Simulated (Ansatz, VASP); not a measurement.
**SnO: VASP beside Ansatz**

File INCAR:

```
SYSTEM = SnO
PREC = Accurate ; ENCUT = 520
EDIFF = 1E-8 ; ISMEAR = -1
SIGMA = 0.01 ; LREAL = .False.
LASPH = .True. ; NELM = 60
ALGO = Normal ; ISIF = 2
LWAVE = .False. ; LCHARG = .False.
GGA = PE ; LEFG = .True.
NBANDS = 28
```

The input KPOINTS:

```
regular mesh
0
Gamma
  8 8 6
  0 0 0
```

File POSCAR:

```
SnO
1.0
    3.8271795418      0.0000000000      0.0000000000
    0.0000000000      3.8271795418      0.0000000000
    0.0000000000      0.0000000000      4.8680274234
Sn O
2 2
Direct
    0.0000000000      0.5000000000      0.2385000000
    0.5000000000      0.0000000000      0.7615000000
    0.0000000000      0.0000000000      0.0000000000
    0.5000000000      0.5000000000      0.0000000000
```

Input for Ansatz:

```yaml
crystal:
  lattice:
    - [3.8271795418, 0.0, 0.0]
    - [0.0, 3.8271795418, 0.0]
    - [0.0, 0.0, 4.8680274234]
  atoms:
    - { symbol: Sn, position: [0.0, 0.5, 0.2385] }
    - { symbol: Sn, position: [0.5, 0.0, 0.7615] }
    - { symbol: O, position: [0.0, 0.0, 0.0] }
    - { symbol: O, position: [0.5, 0.5, 0.0] }
kpoints:
  mp_grid: { grid: [8, 8, 6] }
scf:
  occupations: { method: fermi_dirac, width: 0.01 }
hamiltonian:
  xc: pbe
  pseudopotentials: { kind: paw }
output:
  forces: true
  stress: true
  eigenvalues: true
  efg: { contact_densities: true }
```

Change from the starting cell: volume scaled by 1.02, PAW files.

Alike in both runs: task electric field gradients; functional PBE; k mesh 8 × 8 × 6; occupations fermi-dirac, width 0.01 eV; no spin polarisation.

|  | VASP | Ansatz |
| --- | --- | --- |
| version | VASP 6.6.1 | Ansatz 0.2.0 |
| potentials or method | VASP PAW PBE potentials, release 64 (Sn_d, O) | PAW with Ansatz's default frozen-core files, scalar-relativistic |
| plane-wave cutoff (eV) | 520 | 420 |
| valence electrons in the cell | 40 | 40 |

```csv
,VASP,Ansatz,Ansatz less VASP
pressure (GPa),2.5,2.2,-0.22
"traceless stress, the component that is largest in VASP (GPa)",-0.51,-0.53,-0.025
rms of the force components (eV/Å),0.063,0.029,-0.0333
size of Vzz on the site where it differs most (V/Å²),163.4,172.6,+9.18
```

Atom by atom the forces differ by 0.033 eV/Å (rms over components).
